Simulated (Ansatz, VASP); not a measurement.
# Pt in VASP and in Ansatz

```
Pt
1.0
     2.70924    0.00000    0.00000
    -1.35462    2.34627    0.00000
     0.00000    0.00000    4.67027
Pt
2
Direct
  0.66667 0.33333 0.75000
  0.33333 0.66667 0.25000
```

Alike in both runs: functional LDA; k mesh 14 × 14 × 7; occupations methfessel-paxton of order 1, width 0.1 eV; no spin polarisation.

Ansatz relaxed the structure, and its values are those at the end. VASP's run is a single point on that final structure, the one shown.

|  | VASP | Ansatz |
| --- | --- | --- |
| version | VASP 6.6.1 | Ansatz 0.2.0 |
| potentials or method | VASP PAW LDA potentials, release 64 (Pt), cutoff 520 eV | plane waves, PAW |
| valence electrons in the cell | 20 | 36 |

|  | VASP | Ansatz | Ansatz less VASP |
| --- | --- | --- | --- |
| pressure (GPa) | 0.8 | 0.0 | -0.76 |

LDA's correlation is that of Perdew and Zunger in VASP and of Perdew and Wang (1992) in Ansatz. VASP's potentials hold 20 valence electrons a cell and Ansatz's 36, so a difference there can come from the potentials and not from the codes.

Neither program's run includes spin-orbit coupling.
